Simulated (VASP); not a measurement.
Crystal: GaP.

```
Ga P
1.0
     0.00000    2.66962    2.66962
     2.66962    0.00000    2.66962
     2.66962    2.66962    0.00000
Ga P
1 1
Direct
  0.00000 0.00000 0.00000
  0.75000 0.75000 0.75000
```

Base run:

- Program: VASP 6.6.1
- Functional: b88 exchange, pbe correlation
- Potentials or basis: VASP PAW PBE potentials, release 64 (Ga_d, P)
- Cutoff: 500 eV
- k mesh: 8 × 8 × 8
- Occupations: fermi-dirac, width 0.05 eV
- Spin: no spin polarisation

Its results: band gap on the k mesh 1.52 eV (least direct gap 2.33 eV); pressure 8.4 GPa.

The run is repeated on the same cell with these changes: functional from b88 exchange, pbe correlation to r2SCAN; cutoff from 500 eV to 520 eV; dispersion from none to D4. What comes out?

Band gap on the k mesh 1.78 eV (least direct gap 2.90 eV); pressure 5.1 GPa.

Several settings changed at once.

Caveats: the cell stands under pressure; the PAW data sets were made with another functional, which shifts forces and pressure a little.

A k mesh can miss the band edges.
